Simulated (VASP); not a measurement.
Set up this calculation in VASP 6.6.1, as the native input.

| Quantity | Value |
| --- | --- |
| Task | single point |
| Functional | r2SCAN |
| Potentials or basis | VASP PAW PBE potentials, release 64 (C_h) |
| Cutoff | 910 eV |
| k mesh | 13 × 13 × 13 |
| Occupations | fermi-dirac, width 0.05 eV |
| Spin | no spin polarisation |
| Dipole correction | no |
| Second run | hard_potentials |
| Further INCAR settings | ALGO = Normal; EDIFF = 1e-06; NBANDS = 11 |

C:

```
C
1.0
     0.00000    1.77140    1.77140
     1.77140    0.00000    1.77140
     1.77140    1.77140    0.00000
C
2
Direct
  0.75000 0.75000 0.75000
  0.50000 0.50000 0.50000
```

The input as run:

POSCAR

```
C
1.0
    0.0000000000      1.7714007132      1.7714007132
    1.7714007132      0.0000000000      1.7714007132
    1.7714007132      1.7714007132      0.0000000000
C
2
Direct
    0.7500000000      0.7500000000      0.7500000000
    0.5000000000      0.5000000000      0.5000000000
```

INCAR.step1

```
PREC = Accurate ; ENCUT = 910
ISMEAR = -1 ; SIGMA = 0.05
LREAL = F ; LASPH = T
NELM = 120 ; NBANDS = 11
GGA = PE ; ALGO = Normal
EDIFF = 1E-5 ; LWAVE = T
LCHARG = F ; GGA_COMPAT = F
```

INCAR.step2

```
PREC = Accurate ; ENCUT = 910
EDIFF = 1E-6 ; ISMEAR = -1
SIGMA = 0.05 ; LREAL = F
LASPH = T ; NELM = 120
ALGO = Normal ; ISIF = 2
LWAVE = F ; LCHARG = F
METAGGA = R2SCAN ; LMIXTAU = T
NBANDS = 11 ; ISTART = 1
GGA_COMPAT = F
```

KPOINTS

```
Automatic mesh
0
Gamma
  13 13 13
```

Potentials or basis: VASP PAW PBE potentials, release 64 (C_h).

Launch:

```console
$ cat potpaw_PBE.64/C_h/POTCAR > POTCAR
$ cp INCAR.step1 INCAR
$ mpirun -np 1 vasp_std > vasp.out
$ cp INCAR.step2 INCAR
$ mpirun -np 1 vasp_std > vasp.out
```

Results of the run:

* Pressure: 6.0 GPa
* Band gap on the k mesh: 4.41 eV, indirect (least direct gap 5.94 eV)

Caveat: the cutoff is under 1.25 times the usual one of these potentials, so pressure, stress and relaxed cells hold a basis-set (Pulay) error; the PAW data sets were made with another functional, which shifts forces and pressure a little.

It took 80 s on 1 thread of Intel(R) Xeon(R) Platinum 8259CL CPU @ 2.50GHz (Skylake/Cascade Lake), with other jobs on the host, peak memory 0.16 GiB.
